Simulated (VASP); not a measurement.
Crystal: Sr.

```
CELL_PARAMETERS angstrom
0.00000 3.04235 3.04235
3.04235 0.00000 3.04235
3.04235 3.04235 0.00000
ATOMIC_POSITIONS crystal
Sr 0.00000 0.00000 0.00000
```

* Program: VASP 6.6.1
* Task: relaxation of volume and atoms at fixed shape
* Functional: LDA
* Potentials or basis: VASP PAW LDA potentials, release 64 (Sr_sv)
* Cutoff: 600 eV
* k mesh: 7 × 7 × 7
* Occupations: gaussian, width 0.05 eV
* Spin: no spin polarisation

At the start: pressure -1.6 GPa; volume 56.32 Å³/atom.

Problem. Where does the relaxation end?

Solution. Over 4 steps the energy falls by 46.4 meV/atom and the volume is 48.25 Å³/atom (-14.3 %); space group Fm-3m (No. 225, to 0.1 Å) before and after.

Step by step:
```
step  energy change (eV)  largest force (eV/Å)  pressure (GPa)  volume (Å³)
   1              0.0000                0.0000           -1.62        56.32
   2             -0.0363                0.0000           -0.88        51.79
   3             -0.0461                0.0000           -0.15        48.82
   4             -0.0464                0.0000            0.01        48.25
```

Final structure:
```yaml
crystal:
  lattice:
    - [0.00000, 2.88958, 2.88958]
    - [2.88958, 0.00000, 2.88958]
    - [2.88958, 2.88958, 0.00000]
  atoms:
    - { symbol: Sr, position: [0.00000, 0.00000, 0.00000] }
```
